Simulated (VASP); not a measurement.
# CaB2 (R3m) in VASP: single point with PBE

Aim: the single point of CaB2 with PBE.

All numbers are computed with VASP 6.6.1; they aren't measurements. Logs are shortened: lines on timing, memory, paths and dates and some standing lists are left out, and cuts for length are marked.

## 1. The cell of the first run

It takes space group R3m (No. 160, trigonal). The conventional cell has a = 3.226 Å, b = 3.226 Å, c = 13.081 Å, α = 90.00°, β = 90.00°, γ = 120.00°. Ca (site symmetry 3m) has 10 B at 2.52 to 3.06 Å and 6 Ca at 3.23 Å within 3.3 Å. Within 2.7 Å of B (site symmetry 3m) lie 3 B at 1.86 Å and 4 Ca at 2.52 to 2.62 Å. Within 2.5 Å of B (site symmetry 3m) lie 3 B at 1.86 Å.

## 2. Single point, PBE

Contents of INCAR:

```
PREC = Accurate
ENCUT = 520
EDIFF = 1E-7
ISMEAR = 0
SIGMA = 0.1
LREAL = False
LASPH = True
NELM = 80
ALGO = Normal
ISIF = 2
LWAVE = False
LCHARG = False
GGA = PE
NBANDS = 15
```

Contents of KPOINTS:

```
Automatic mesh
0
Gamma
  18 18 18
```

Contents of POSCAR:

```
CaB2
1.0
    1.6128730935      0.9311927147      4.3604297311
   -1.6128730935      0.9311927147      4.3604297311
    0.0000000000     -1.8623854294      4.3604297311
Ca B
1 2
Direct
    0.9850120600      0.9850120600      0.9850120600
    0.1776463112      0.1776463112      0.1776463112
    0.5040416289      0.5040416289      0.5040416289
```

Potentials or basis: VASP PAW PBE potentials, release 64 (Ca_sv, B).

Run with:

```console
cat potpaw_PBE.64/Ca_sv/POTCAR potpaw_PBE.64/B/POTCAR > POTCAR
mpirun -np 1 vasp_std > vasp.out
```

OUTCAR:

```text
PREC = Accurate
   ENCUT = 520
   EDIFF = 1E-7
   ISMEAR = 0
   LREAL = False
   LASPH = True
   NELM = 80
   ISIF = 2
   GGA = PE

 ion  position               nearest neighbor table
   1  0.985  0.985  0.985-   2 2.52   2 2.62   2 2.62   2 2.62
   2  0.178  0.178  0.178-   3 1.86   3 1.86   3 1.86   1 2.52   1 2.62   1 2.62   1 2.62
   3  0.504  0.504  0.504-   2 1.86   2 1.86   2 1.86

  LATTYP: Found a trigonal (rhomboedric) cell.
 ALAT       =     4.7415004933
 COS(alpha) =     0.7685811190

  Lattice vectors:

 A1 = (   1.6128730935,   0.9311927147,   4.3604297311)
 A2 = (  -1.6128730935,   0.9311927147,   4.3604297311)
 A3 = (   0.0000000000,  -1.8623854294,   4.3604297311)

Analysis of symmetry for initial positions (statically):
=====================================================================
 Subroutine PRICEL returns:
 Original cell was already a primitive cell.

 Routine SETGRP: Setting up the symmetry group for a
 trigonal (rhombohedral) supercell.

 Subroutine GETGRP returns: Found  6 space group operations
 (whereof  6 operations were pure point group operations)
 out of a pool of 12 trial point group operations.

The static configuration has the point symmetry C_3v.

Analysis of symmetry for dynamics (positions and initial velocities):
=====================================================================
 Subroutine PRICEL returns:
 Original cell was already a primitive cell.

 Routine SETGRP: Setting up the symmetry group for a
 trigonal (rhombohedral) supercell.

 Subroutine GETGRP returns: Found  6 space group operations
 (whereof  6 operations were pure point group operations)
 out of a pool of 12 trial point group operations.

The dynamic configuration has the point symmetry C_3v.

 Subroutine INISYM returns: Found  6 space group operations
 (whereof  6 operations are pure point group operations),
 and found     1 'primitive' translations

----------------------------------------------------------------------------------------

                                     Primitive cell

  volume of cell :      39.2935

  direct lattice vectors                    reciprocal lattice vectors
     1.612873093  0.931192715  4.360429731     0.310005792  0.178981927  0.076445065
    -1.612873093  0.931192715  4.360429731    -0.310005792  0.178981927  0.076445065
     0.000000000 -1.862385429  4.360429731     0.000000000 -0.357963854  0.076445065

  length of vectors
     4.741500493  4.741500493  4.741500493     0.366035475  0.366035475  0.366035475

  position of ions in fractional coordinates (direct lattice)
     0.985012060  0.985012060  0.985012060
     0.177646311  0.177646311  0.177646311
     0.504041629  0.504041629  0.504041629

  ion indices of the primitive-cell ions
   primitive index   ion index
                 1           1
                 2           2
                 3           3

----------------------------------------------------------------------------------------

 KPOINTS: Automatic mesh

Automatic generation of k-mesh.
 Grid dimensions read from file:
 generate k-points for:   18   18   18

 Generating k-lattice:

  Cartesian coordinates                     Fractional coordinates (reciprocal lattice)
     0.017222544  0.009943440  0.004246948     0.055555556 -0.000000000 -0.000000000
    -0.017222544  0.009943440  0.004246948    -0.000000000  0.055555556 -0.000000000
     0.000000000 -0.019886881  0.004246948    -0.000000000 -0.000000000  0.055555556

  Length of vectors
     0.020335304  0.020335304  0.020335304

  Shift w.r.t. Gamma in fractional coordinates (k-lattice)
     0.000000000  0.000000000  0.000000000

 Subroutine IBZKPT returns following result:
 ===========================================

 Found    580 irreducible k-points:

 Following reciprocal coordinates:
            Coordinates               Weight
  0.000000  0.000000  0.000000      1.000000
  0.055556 -0.000000 -0.000000      6.000000
  0.111111 -0.000000 -0.000000      6.000000
  0.166667  0.000000  0.000000      6.000000
  0.222222  0.000000  0.000000      6.000000
  0.277778 -0.000000  0.000000      6.000000
[... 16 lines left out ...]
 -0.277778  0.055556 -0.000000     12.000000
 -0.222222  0.055556  0.000000     12.000000
 [... further k-points ...]
   k-points           NKPTS =    580   k-points in BZ     NKDIM =    580   number of bands    NBANDS=     15
   number of dos      NEDOS =    301   number of ions     NIONS =      3
   total plane-waves  NPLWV =  46656
   dimension x,y,z NGX =    36 NGY =   36 NGZ =   36
   dimension x,y,z NGXF=    72 NGYF=   72 NGZF=   72
   ions per type =               1   2
   NGX,Y,Z   is equivalent  to a cutoff of  12.62, 12.62, 12.62 a.u.
   NGXF,Y,Z  is equivalent  to a cutoff of  25.24, 25.24, 25.24 a.u.
 SYSTEM =  unknown system
   PREC   = accura    normal or accurate (medium, high low for compatibility)
   ISTART =      0    job   : 0-new  1-cont  2-samecut
   ICHARG =      2    charge: 1-file 2-atom 10-const
   ISPIN  =      1    spin polarized calculation?
   LNONCOLLINEAR =      F non collinear calculations
   LSORBIT =      F    spin-orbit coupling
   LASPH  =      T    aspherical Exc in radial PAW
   ENCUT  =  520.0 eV  38.22 Ry    6.18 a.u.   8.82  8.82  8.82*2*pi/ulx,y,z
   NELM   =     80;   NELMIN=  2; NELMDL= -5     # of ELM steps
   EDIFF  = 0.1E-06   stopping-criterion for ELM
   LREAL  =      F    real-space projection
   EDIFFG = 0.1E-05   stopping-criterion for IOM
   NSW    =      0    number of steps for IOM
   IBRION =     -1    ionic relax: 0-MD 1-quasi-New 2-CG
   NFREE  =      0    steps in history (QN), initial steepest desc. (CG)
   ISIF   =      2    stress and relaxation
   ISYM   =      2    0-nonsym 1-usesym 2-fastsym
   POTIM  = 0.5000    time-step for ionic-motion
   TEBEG  =    0.0;   TEEND  =   0.0 temperature during run
   PSTRESS=    0.0 pullay stress
   NELECT =      16.0000    total number of electrons
   NUPDOWN=      -1.0000    fix difference up-down
   EMIN   =  10.00;   EMAX   =-10.00  energy-range for DOS
   EFERMI =   0.00;   METHOD = LEGACY
   ISMEAR =     0;   SIGMA  =   0.10  broadening in eV -4-tet -1-fermi 0-gaus
   EFERMI_NEDOS =   21; number of points for ismear=-14 and -15
   IALGO  =     38    algorithm
   IMIX   =      4    mixing-type and parameters
     AMIX     =   0.40;   BMIX     =  1.00
     AMIX_MAG =   1.60;   BMIX_MAG =  1.00
  volume/ion in A,a.u.               =      13.10        88.39
  Fermi-wavevector in a.u.,A,eV,Ry     =   1.213411  2.293015 20.032771  1.472367
  Thomas-Fermi vector in A             =   2.348864
   LORBIT       =      0    0 simple, 1 ext, 2 COOP (PROOUT), +10 PAW based schemes
   GGA     = PE    functional components
   LHFCALC =     F    Hartree Fock is set to
   AEXX    =    0.0000 exact exchange contribution
   IVDW    =     0    specifies the selected vdW correction
   LEPSILON=     F    determine dielectric tensor
   LRPA    =     F    only Hartree local field effects (RPA)
 non-spin polarized calculation
 Gauss-broadening in eV      SIGMA  =   0.10
  energy-cutoff  :      520.00
  volume of cell :       39.29
 maximum number of plane-waves:      1078
   NGX = 17   NGY = 17   NGZ = 17

 number of electron      16.0000001 magnetization

 Free energy of the ion-electron system (eV)
  ---------------------------------------------------
  ext. energy  EPLUGINS =         0.00000000
  ---------------------------------------------------
  free energy    TOTEN  =       -14.87371075 eV

  energy without entropy =      -14.86697655  energy(sigma->0) =      -14.87034365

 E-fermi :   4.4970     XC(G=0): -10.4171

 val. band max:        4.4951909592   @ k =  -0.3333   0.1111   0.0556
 cond. band min:       4.5043878553   @ k =  -0.3333   0.3333   0.0000
 fundamental gap:      0.0091968960
 Fermi energy:         4.4970316763

 k-point     1 :       0.0000    0.0000    0.0000
  band No.  band energies     occupation
      1     -35.8577      2.00000
      2     -16.8805      2.00000
      3     -16.6538      2.00000
      4     -16.6538      2.00000
      5      -5.9055      2.00000
      6       1.8561      2.00000
      7       4.4408      1.57336
      8       5.0344      0.00000
      9       5.0344      0.00000
     10       8.4047      0.00000
     11       8.4047      0.00000
     12       9.0632      0.00000
     13       9.0632      0.00000
     14      11.4026      0.00000
     15      11.8266      0.00000

 k-point     2 :       0.0556   -0.0000   -0.0000
  band No.  band energies     occupation
      1     -35.8544      2.00000
      2     -16.8766      2.00000
      3     -16.6776      2.00000
      4     -16.6587      2.00000
      5      -5.8526      2.00000
      6       1.8766      2.00000
      7       4.4736      1.25978
      8       4.8166      0.00001
      9       4.9255      0.00000
     10       8.2202      0.00000
     11       8.3819      0.00000
     12       9.1641      0.00000
     13       9.2772      0.00000
     14      11.5320      0.00000
     15      11.8879      0.00000

 k-point     3 :       0.1111   -0.0000   -0.0000
  band No.  band energies     occupation
      1     -35.8448      2.00000
      2     -16.8659      2.00000
      3     -16.7449      2.00000
      4     -16.6730      2.00000
      5      -5.6957      2.00000
      6       1.9345      2.00000
      7       4.1048      2.00000
      8       4.6395      0.04397
      9       4.7299      0.00099
     10       7.8032      0.00000
     11       8.4500      0.00000
     12       9.3558      0.00000
     13       9.7211      0.00000
     14      11.7122      0.00000
     15      12.0995      0.00000

 k-point     4 :       0.1667    0.0000    0.0000
  band No.  band energies     occupation
      1     -35.8300      2.00000
      2     -16.8674      2.00000
      3     -16.8282      2.00000
      4     -16.6948      2.00000
      5      -5.4398      2.00000
      6       2.0142      2.00000
      7       3.3029      2.00000
      8       4.2619      1.99912
      9       4.9636      0.00000
     10       7.3338      0.00000
     11       8.6812      0.00000
     12       9.5423      0.00000
     13      10.1846      0.00000
     14      11.6974      0.00000
     15      12.2734      0.00000
[... 307 lines left out ...]
 k-point    22 :      -0.3333    0.0556    0.0000
  band No.  band energies     occupation
      1     -35.7649      2.00000
      2     -17.2715      2.00000
      3     -16.8001      2.00000
      4     -16.7602      2.00000
      5      -3.8659      2.00000
      6       0.0024      2.00000
      7       2.6966      2.00000
      8       3.0638      2.00000
      9       4.8486      0.00000
     10       7.1398      0.00000
     11      10.0012      0.00000
     12      10.3552      0.00000
     13      10.7889      0.00000
     14      11.1731      0.00000
     15      11.9447      0.00000

 k-point    23 :      -0.2778    0.0556   -0.0000
  band No.  band energies     occupation
      1     -35.7816      2.00000
      2     -17.1671      2.00000
      3     -16.7811      2.00000
      4     -16.7739      2.00000
      5      -4.4033      2.00000
      6       0.8691      2.00000
      7       2.5703      2.00000
      8       3.2713      2.00000
      9       5.1275      0.00000
     10       6.8810      0.00000
     11       9.6964      0.00000
     12      10.1173      0.00000
     13      10.8075      0.00000
     14      11.1603      0.00000
     15      12.0874      0.00000

 k-point    24 :      -0.2222    0.0556    0.0000
  band No.  band energies     occupation
      1     -35.8005      2.00000
      2     -17.0463      2.00000
      3     -16.8039      2.00000
      4     -16.7447      2.00000
      5      -4.8703      2.00000
      6       1.7223      2.00000
      7       2.4648      2.00000
      8       3.5875      2.00000
      9       5.2455      0.00000
     10       6.7791      0.00000
     11       9.2944      0.00000
     12       9.8935      0.00000
     13      10.6462      0.00000
     14      11.4476      0.00000
     15      12.2335      0.00000

 [... further k-points ...]

------------------------ aborting loop because EDIFF is reached ----------------------------------------

  FORCE on cell =-STRESS in cart. coord.  units (eV):
  Direction    XX          YY          ZZ          XY          YZ          ZX
  --------------------------------------------------------------------------------------
  -------------------------------------------------------------------------------------
  Total        0.0349658      0.0349658      0.0948829      0.0000000      0.0000000      0.0000000
  in kB        1.4257166      1.4257166      3.8688180      0.0000000      0.0000000      0.0000000
  external PRESSURE =       2.2400837 kB  Pullay stress =       0.0000000 kB

 VOLUME and BASIS-vectors are now :
 -----------------------------------------------------------------------------
  energy-cutoff  :      520.00
  volume of cell :       39.29
      direct lattice vectors                 reciprocal lattice vectors
     1.612873093  0.931192715  4.360429731     0.310005792  0.178981927  0.076445065
    -1.612873093  0.931192715  4.360429731    -0.310005792  0.178981927  0.076445065
     0.000000000 -1.862385429  4.360429731     0.000000000 -0.357963854  0.076445065

 POSITION                                       TOTAL-FORCE (eV/Angst)
 -----------------------------------------------------------------------------------
      0.00000      0.00000     12.88523         0.000000     -0.000000      0.018443
      0.00000      0.00000      2.32384         0.000000      0.000000     -0.007859
      0.00000      0.00000      6.59351         0.000000      0.000000     -0.010584
 -----------------------------------------------------------------------------------
    total drift:                                0.000000     -0.000000      0.000041

  FREE ENERGIE OF THE ION-ELECTRON SYSTEM (eV)
  ---------------------------------------------------
  free  energy   TOTEN  =       -14.8737107509 eV

  energy  without entropy=      -14.8669765476  energy(sigma->0) =      -14.87034365
```

Run time: 9.4 min. Hardware: 1 thread of Intel Xeon 6975P-C (Granite Rapids), shared host; peak memory 0.47 GiB.

Results:

```yaml
Free_energy: -14.8737 eV
Pressure: 0.2 GPa
Largest_force: 0.018 eV/Å
Band_gap_on_the_k_mesh: zero (bands 8 and 9 overlap by 0.86 eV)
```

Forces in eV/Å, atoms in the order of the input:
```
Ca   0.000  0.000  0.018
B    0.000  0.000 -0.008
B    0.000  0.000 -0.011
```
